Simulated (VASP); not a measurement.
Input of a VASP 6.6.1 run:

The input INCAR:

```
  PREC = Accurate
  ENCUT = 520
  EDIFF = 1E-8
  ISMEAR = -1
  SIGMA = 0.05
  LREAL = F
  LASPH = T
  NELM = 80
  ALGO = Normal
  ISIF = 2
  LWAVE = F
  LCHARG = F
  GGA = PS
  LEFG = T
  NBANDS = 25
```

The input KPOINTS:

```
Automatic mesh
0
Gamma
  8 8 9
```

The input POSCAR:

```
Hg
1.0
    4.5248179541      0.0000000000      0.0000000000
   -2.2624089771      3.9186072957      0.0000000000
    0.0000000000      0.0000000000      3.8570567595
Hg
3
Direct
    0.3333333333      0.6666666667      0.5000000000
    0.0000000000      0.0000000000      0.0000000000
    0.6666666667      0.3333333333      0.5000000000
```

Potentials or basis: VASP PAW PBE potentials, release 64 (Hg).

Launch:

```console
$ cat potpaw_PBE.64/Hg/POTCAR > POTCAR
$ mpirun -np 1 vasp_std > vasp.out
```

Task: Predict the pressure.

Result: 9.5 GPa.

Task: Predict the band gap on the k mesh.

Result: Zero (bands 18 and 19 overlap by 5.21 eV).

Stress tensor (GPa, compression positive):
```
14.20  0.00  0.00
 0.00 14.20  0.00
 0.00  0.00  0.08
```

Caveat: the stress differs along the axes, from 0 to 14 GPa; without QUAD_EFG the Cq values of the log hold for a quadrupole moment of 1 mb, not for the nuclei; the PAW data sets were made with another functional, which shifts forces and pressure a little; spin-orbit coupling is left out, which moves the levels of the heavy elements.
